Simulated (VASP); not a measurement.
# SiNi2: single point with r2SCAN

The system is SiNi2.

```xyz
6
Lattice="3.8695 0.0000 0.0000 -1.9348 3.3511 0.0000 0.0000 0.0000 4.9268" Properties=species:S:1:pos:R:3 pbc="T T T"
Si    0.0000    2.2341    3.4274
Si    1.9348    1.1170    1.4994
Ni    0.0000    0.0000    0.0000
Ni    0.0000    0.0000    2.4634
Ni    0.0000    2.2341    0.9317
Ni    1.9348    1.1170    3.9951
```

This cell differs from its parent crystal: atoms displaced along a vibrational mode.

```json
{
  "Program": "VASP 6.6.1",
  "Task": "single point",
  "Functional": "r2SCAN",
  "Potentials or basis": "VASP PAW PBE potentials, release 64 (Si, Ni)",
  "Cutoff": "520 eV",
  "k mesh": "12 × 12 × 10",
  "Occupations": "gaussian, width 0.15 eV",
  "Spin": "no spin polarisation",
  "Dipole correction": "no",
  "Further INCAR settings": "ALGO = Normal; EDIFF = 1e-07; NBANDS = 33"
}
```

```json
{"Pressure": "-0.9 GPa", "Largest force": "0.820 eV/Å", "Band gap on the k mesh": "zero (bands 24 and 25 overlap by 3.53 eV)"}
```

Forces in eV/Å, atoms in the order of the input:
```
Si   0.000  0.000  0.480
Si   0.000  0.000 -0.480
Ni   0.000  0.000  0.000
Ni   0.000  0.000  0.000
Ni   0.000  0.000  0.820
Ni   0.000  0.000 -0.820
```

Stress tensor (GPa, compression positive):
```
 0.41  0.00  0.00
 0.00  0.41  0.00
 0.00  0.00 -3.49
```

Levels at points of the mesh, in eV from the Fermi level:
```tsv
k point	band 21	band 22	band 23	band 24	band 25	band 26	band 27	band 28
(0.00, 0.00, 0.00)	-0.84	-0.84	0.18	2.29	2.40	2.40	2.83	2.83
(0.50, 0.00, 0.00)	-1.10	-1.00	-0.86	-0.65	-0.06	0.71	2.01	3.21
(0.00, 0.00, 0.50)	-1.01	-1.01	1.60	3.02	3.02	3.03	3.03	3.23
(0.50, 0.00, 0.50)	-1.27	-1.01	-0.81	-0.73	0.79	0.89	2.27	3.82
```

Wall time 47 min on 1 thread of Intel Xeon 8259CL (shared host), peak memory 0.39 GiB.

Caveat: the cell differs from its parent crystal (atoms displaced along a vibrational mode); the PAW data sets were made with another functional, which shifts forces and pressure a little. Spin polarisation is off, so any magnetic state and its effect on volume and gap are missing.
